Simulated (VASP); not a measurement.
Set up this calculation in VASP 6.6.1, as the native input.

| Property | Result |
| --- | --- |
| Task | single point |
| Functional | BLYP |
| Potentials or basis | VASP PAW PBE potentials, release 64 (B) |
| Cutoff | 520 eV |
| k mesh | 15 × 15 × 15 |
| Occupations | fermi-dirac, width 0.1 eV |
| Spin | no spin polarisation |
| Dipole correction | no |
| Further INCAR settings | ALGO = Normal; EDIFF = 1e-06; NBANDS = 10 |

The structure of B lies in POSCAR:

```
B
1.0
    0.0000000000      1.9881593908      1.9881593908
    1.9881593908      0.0000000000      1.9881593908
    1.9881593908      1.9881593908      0.0000000000
B
2
Direct
    0.1250000000      0.1250000000      0.1250000000
    0.8750000000      0.8750000000      0.8750000000
```

This cell differs from its parent crystal: volume scaled by 0.92.

These files were run (other wordings do the same):

INCAR

```
SYSTEM = B
PREC     = Accurate       ! precision mode
ENCUT    = 520            ! plane-wave cutoff, eV
EDIFF    = 1E-6           ! SCF threshold, eV
ISMEAR   = -1             ! smearing method
SIGMA    = 0.1            ! smearing width, eV
LREAL    = .False.        ! projectors in reciprocal space
LASPH    = .True.         ! aspherical terms in the spheres
NELM     = 80             ! most SCF steps
ALGO     = Normal         ! electronic algorithm
ISIF     = 2              ! what is computed and relaxed
LWAVE    = .False.        ! write WAVECAR
LCHARG   = .False.        ! write CHGCAR
GGA      = B5             ! functional
ALDAX    = 1.0          
AGGAX    = 1.0          
AGGAC    = 1.0          
ALDAC    = 0.0          
NBANDS   = 10             ! bands
```

KPOINTS

```
Automatic mesh
0
Gamma
  15 15 15
  0 0 0
```

Potentials or basis: VASP PAW PBE potentials, release 64 (B).

The run is started by

```bash
$ cat potpaw_PBE.64/B/POTCAR > POTCAR
$ mpirun -np 1 vasp_std > vasp.out
```

Results of the run:

| Property | Result |
| --- | --- |
| Pressure | 15.9 GPa |
| Band gap on the k mesh | zero (band 3 reaches 8.66 eV, above the bottom of band 4 at 1.87 eV) |

Caveat: the PAW data sets were made with another functional, which shifts forces and pressure a little.

It took 22 s on 1 thread of Intel(R) Xeon(R) Platinum 8259CL CPU @ 2.50GHz (Skylake/Cascade Lake), with other jobs on the host, peak memory 0.13 GiB.
